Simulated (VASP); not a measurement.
# AlN (P2) in VASP: a series of runs, part 2 of 2

VASP 6.6.1. Earlier steps stand in the parts before.

## Step 4: Single point, PBE, collinear spin, ferromagnetic start

This run uses another cell than the first one, of 13.71 Å³/atom.

Contents of INCAR:

```
PREC     = Accurate       # precision mode
ENCUT    = 520            # plane-wave cutoff, eV
EDIFF    = 1E-7           # SCF threshold, eV
ISMEAR   = 0              # smearing method
SIGMA    = 0.1            # smearing width, eV
LREAL    = F              # projectors in reciprocal space
LASPH    = T              # aspherical terms in the spheres
NELM     = 150            # most SCF steps
ALGO     = Normal         # electronic algorithm
ISIF     = 2              # what is computed and relaxed
LWAVE    = F              # write WAVECAR
LCHARG   = F              # write CHGCAR
ISPIN    = 2              # spin polarisation
MAGMOM   = 0 0 0 1 1 1    # initial moments
LORBIT   = 11             # projections on sites
GGA      = PE             # functional
NBANDS   = 25             # bands
```

Contents of KPOINTS:

```
regular mesh
0
Gamma
  6 4 4
```

Contents of POSCAR:

```
AlN
1.0
    3.3047318848      0.0000000000      0.0000000000
    0.0000000000      6.3791639968      0.0000000000
   -0.9439601418      0.0000000000      3.9032240466
Al N
3 3
Direct
    0.5000000000      0.7530470931      0.5000000000
    0.5000000000      0.1640724377      0.5000000000
    0.5000000000      0.4216819991      0.0000000000
    0.0000000000      0.3702399709      0.5000000000
    0.5000000000      0.7050204764      0.0000000000
    0.0000000000      0.5859380228      0.5000000000
```

Command:

```sh
$ cat potpaw_PBE.64/Al/POTCAR potpaw_PBE.64/N/POTCAR > POTCAR
$ mpirun -np 1 vasp_std > vasp.out
```

Run time: 3.9 min. Hardware: 1 thread of Intel Xeon 8259CL, shared host; peak memory 0.29 GiB.

Results (log left out):

- Free energy: -34.1047 eV
- Pressure: 0.0 GPa
- Largest force: 0.137 eV/Å
- Band gap on the k mesh: zero (filled and empty bands overlap)
- Net moment: 0.00 μB per cell
- Valence electrons inside the program's atomic spheres: Al 0.72, 0.78, 0.82; N 3.71, 3.67, 3.74

Forces on the atoms (eV/Å):
```
Al   0.000 -0.025  0.000
Al   0.000  0.013  0.000
Al   0.000 -0.007  0.000
N    0.000 -0.137  0.000
N    0.000  0.021  0.000
N    0.000  0.135  0.000
```

Stress tensor (GPa, compression positive):
```
-0.09  0.00  0.21
 0.00  0.07  0.00
 0.21  0.00 -0.02
```

Levels at points of the mesh, in eV from the Fermi level:
Spin up:
```csv
k point,band 10,band 11,band 12,band 13,band 14,band 15
"(0.00, 0.00, 0.00)",-1.65,-0.65,-0.21,1.17,1.87,3.25
"(0.50, 0.00, 0.00)",-1.45,-1.11,-0.42,0.41,1.31,2.18
"(0.00, 0.50, 0.00)",-1.67,-1.55,-0.62,1.35,3.17,3.39
"(0.50, 0.50, 0.00)",-1.57,-0.72,-0.45,-0.27,1.26,1.38
"(0.00, 0.00, 0.50)",-2.13,-1.32,-0.48,0.38,0.98,3.87
"(0.50, 0.00, 0.50)",-2.70,-1.85,-0.16,1.08,2.07,3.23
"(0.00, 0.50, 0.50)",-2.19,-1.35,-0.32,1.20,1.28,2.79
"(0.50, 0.50, 0.50)",-1.40,-1.17,-0.81,1.01,1.21,3.36
```
Spin down:
```csv
k point,band 10,band 11,band 12,band 13,band 14,band 15
"(0.00, 0.00, 0.00)",-1.65,-0.65,-0.21,1.17,1.87,3.25
"(0.50, 0.00, 0.00)",-1.45,-1.11,-0.42,0.41,1.31,2.18
"(0.00, 0.50, 0.00)",-1.67,-1.55,-0.62,1.35,3.17,3.39
"(0.50, 0.50, 0.00)",-1.57,-0.72,-0.45,-0.27,1.26,1.38
"(0.00, 0.00, 0.50)",-2.13,-1.32,-0.48,0.38,0.98,3.87
"(0.50, 0.00, 0.50)",-2.70,-1.85,-0.16,1.08,2.07,3.23
"(0.00, 0.50, 0.50)",-2.19,-1.35,-0.32,1.20,1.28,2.79
"(0.50, 0.50, 0.50)",-1.40,-1.17,-0.81,1.01,1.21,3.36
```

Caveat: the k points lie up to 0.40 Å⁻¹ apart; semilocal functionals underestimate gaps, and a narrow one can read as zero.

## Step 5: Single point, PBE

This run uses another cell than the first one, of 13.72 Å³/atom.

Contents of INCAR:

```
ALGO = Normal
EDIFF = 1E-7
ENCUT = 520
GGA = PE
ISIF = 2
ISMEAR = 0
LASPH = T
LCHARG = F
LREAL = F
LWAVE = F
NBANDS = 21
NELM = 80
PREC = Accurate
SIGMA = 0.1
```

Contents of KPOINTS:

```
k-points
0
Gamma
  12 6 10
```

Contents of POSCAR:

```
AlN
1.0
    3.3048705121      0.0000000000      0.0132548666
    0.0000000000      6.3882518348      0.0000000000
   -0.9283443953      0.0000000000      3.8957894954
Al N
3 3
Direct
    0.5000000000      0.7528291592      0.5000000000
    0.5000000000      0.1636702110      0.5000000000
    0.5000000000      0.4223817720      0.0000000000
    0.0000000000      0.3703650117      0.5000000000
    0.5000000000      0.7052019513      0.0000000000
    0.0000000000      0.5855518948      0.5000000000
```

Command:

```sh
$ cat potpaw_PBE.64/Al/POTCAR potpaw_PBE.64/N/POTCAR > POTCAR
$ mpirun -np 1 vasp_std > vasp.out
```

It took 9.2 min on 1 thread of Intel Xeon 8259CL, shared host; peak memory 0.44 GiB.

It converged, with:

* Free energy: -34.1106 eV
* Pressure: 0.0 GPa
* Largest force: 0.122 eV/Å
* Band gap on the k mesh: zero (bands 12 and 13 overlap by 0.74 eV)

Forces in eV/Å, atoms in the order of the input:
```
Al   0.000 -0.008  0.000
Al   0.000  0.012  0.000
Al   0.000 -0.022  0.000
N    0.000 -0.117  0.000
N    0.000  0.012  0.000
N    0.000  0.122  0.000
```

Stress tensor (GPa, compression positive):
```
-0.15  0.00  0.01
 0.00  0.11  0.00
 0.01  0.00 -0.09
```

Levels at points of the mesh, in eV from the Fermi level:
| k point | band 10 | band 11 | band 12 | band 13 | band 14 | band 15 |
| --- | --- | --- | --- | --- | --- | --- |
| (0.00, 0.00, 0.00) | -1.86 | -0.82 | -0.40 | 0.94 | 1.67 | 3.03 |
| (0.50, 0.00, 0.00) | -1.66 | -1.29 | -0.60 | 0.26 | 1.10 | 1.98 |
| (0.00, 0.50, 0.00) | -1.88 | -1.75 | -0.78 | 1.12 | 2.97 | 3.22 |
| (0.50, 0.50, 0.00) | -1.79 | -0.90 | -0.65 | -0.44 | 1.08 | 1.16 |
| (0.00, 0.00, 0.50) | -2.33 | -1.50 | -0.69 | 0.17 | 0.78 | 3.68 |
| (0.50, 0.00, 0.50) | -2.90 | -2.07 | -0.34 | 0.85 | 1.86 | 3.07 |
| (0.00, 0.50, 0.50) | -2.39 | -1.53 | -0.54 | 1.00 | 1.08 | 2.60 |
| (0.50, 0.50, 0.50) | -1.59 | -1.38 | -1.00 | 0.81 | 0.98 | 3.20 |

Caveat: semilocal functionals underestimate gaps, and a narrow one can read as zero.

## Step 6: Overview

```csv
task,spin,cell,k mesh,cutoff (eV),gap on the mesh (eV),pressure (GPa),moment (μB),largest force (eV/Å)
relaxation of cell and atoms,off,"relaxed from a = 3.522, b = 4.887 Å, angles 90.0, 113.8, 90.0°, 6 atoms, atomic positions A",6 × 4 × 6,600,none,0.1,-,0.03
single point,"collinear, ferromagnetic start","a = 3.522, b = 4.887 Å, angles 90.0, 113.8, 90.0°, 6 atoms, atomic positions A",6 × 4 × 6,520,none,94.3,0.00,11.08
single point,"collinear, ferromagnetic start","a = 3.305, b = 6.379, c = 4.016 Å, angles 90.0, 103.6, 90.0°, 6 atoms, atomic positions B",6 × 4 × 4,520,none,0.0,0.00,0.14
single point,off,"a = 3.305, b = 6.388, c = 4.005 Å, angles 90.0, 103.2, 90.0°, 6 atoms, atomic positions C",12 × 6 × 10,520,none,0.0,-,0.12
```

Alike in all rows: level PBE; potentials or basis VASP PAW PBE potentials, release 64 (Al, N); smearing gaussian 0.1 eV.

Caveats: some runs use coarse meshes; semilocal functionals underestimate gaps, and a narrow one can read as zero (at least some runs); the volume moved by over 15 % at a fixed basis, so the end points are rough (at least some runs); the stress differs along the axes, from 51 to 135 GPa (at least some runs); forces of over 1 eV/Å act on the atoms, so gaps and moduli don't describe the material at rest (at least some runs).

Total energies depend on the potentials used, so only differences within one code and one set of settings carry meaning.
